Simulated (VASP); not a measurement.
Runs of VASP 6.6.1 on Si. It takes space group P6_422 (No. 181, hexagonal). Conventional cell: a = 3.906 Å, b = 3.906 Å, c = 4.117 Å, α = 90.00°, β = 90.00°, γ = 120.00°. Within 3.2 Å of Si (site symmetry 222) lie 4 Si at 2.39 Å. 

```tsv
level	share of exact exchange	gap on the mesh (eV)	pressure (GPa)
PBE-based screened hybrid with 15 % exact exchange	0.15	(a)	-1.7
PBE-based screened hybrid with 20 % exact exchange	0.2	0.15	-2.1
PBE-based screened hybrid with 5 % exact exchange	0.05	none	-0.9
PBE-based screened hybrid with 10 % exact exchange	0.1	none	(b)
```

Alike in all rows: task single point; potentials or basis VASP PAW PBE potentials, release 64 (Si); no spin polarisation; cell as given; k mesh 4 × 4 × 4; cutoff (eV) 520; smearing fermi-dirac 0.05 eV.

Problem. Estimate the missing entries.

Solution. (a) 0.05; (b) -1.3.

Caveats: all runs use coarse meshes; the PAW data sets were made with another functional, which shifts forces and pressure a little; the smearing spreads over this small gap (at least some runs).

A k mesh can miss the band edges.

A gap of «none» marks levels without a gap at the run's occupations.
